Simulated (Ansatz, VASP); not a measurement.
**Two plane-wave programs on K2S**

The input INCAR:

```
SYSTEM = K2S
PREC = Accurate
ENCUT = 500
EDIFF = 1E-6
ISMEAR = 0
SIGMA = 0.01
LREAL = .FALSE.
LASPH = .TRUE.
NELM = 120
ALGO = Normal
ISIF = 2
LWAVE = .FALSE.
LCHARG = .TRUE.
GGA = PE
LELF = .TRUE.
LVHAR = .TRUE.
NBANDS = 19
GGA_COMPAT = .FALSE.
```

Contents of KPOINTS:

```
Automatic mesh
0
G
  6 6 6
  0 0 0
```

POSCAR

```
K2S
1.0
    0.0000000000      3.7664204495      3.7664204495
    3.7664204495      0.0000000000      3.7664204495
    3.7664204495      3.7664204495      0.0000000000
S K
1 2
Direct
    0.0000000000      0.0000000000      0.0000000000
    0.2500000000      0.2500000000      0.2500000000
    0.7500000000      0.7500000000      0.7500000000
```

Input for Ansatz:

```yaml
crystal:
  lattice:
    - [0.0, 3.7664204495, 3.7664204495]
    - [3.7664204495, 0.0, 3.7664204495]
    - [3.7664204495, 3.7664204495, 0.0]
  atoms:
    - { symbol: S, position: [0.0, 0.0, 0.0] }
    - { symbol: K, position: [0.25, 0.25, 0.25] }
    - { symbol: K, position: [0.75, 0.75, 0.75] }
kpoints:
  mp_grid: { grid: [6, 6, 6] }
hamiltonian:
  xc: pbe
scf:
  occupations: { method: fixed }
  n_extra_bands: 4
output:
  forces: true
  stress: true
  eigenvalues: true
```

Alike in both runs: task single point; functional PBE; k mesh 6 × 6 × 6; no spin polarisation.

|  | VASP | Ansatz |
| --- | --- | --- |
| version | VASP 6.6.1 | Ansatz 0.2.0 |
| potentials or method | VASP PAW PBE potentials, release 64 (S, K_sv) | plane waves, PAW |
| plane-wave cutoff (eV) | 500 | 420 |
| occupations | gaussian, width 0.01 eV | fixed |
| valence electrons in the cell | 24 | 24 |

```tsv
	VASP	Ansatz	Ansatz less VASP
gap on the k mesh at the Fermi level (eV)	2.25	2.25	+0.001
pressure (GPa)	-0.5	-0.5	-0.02
```
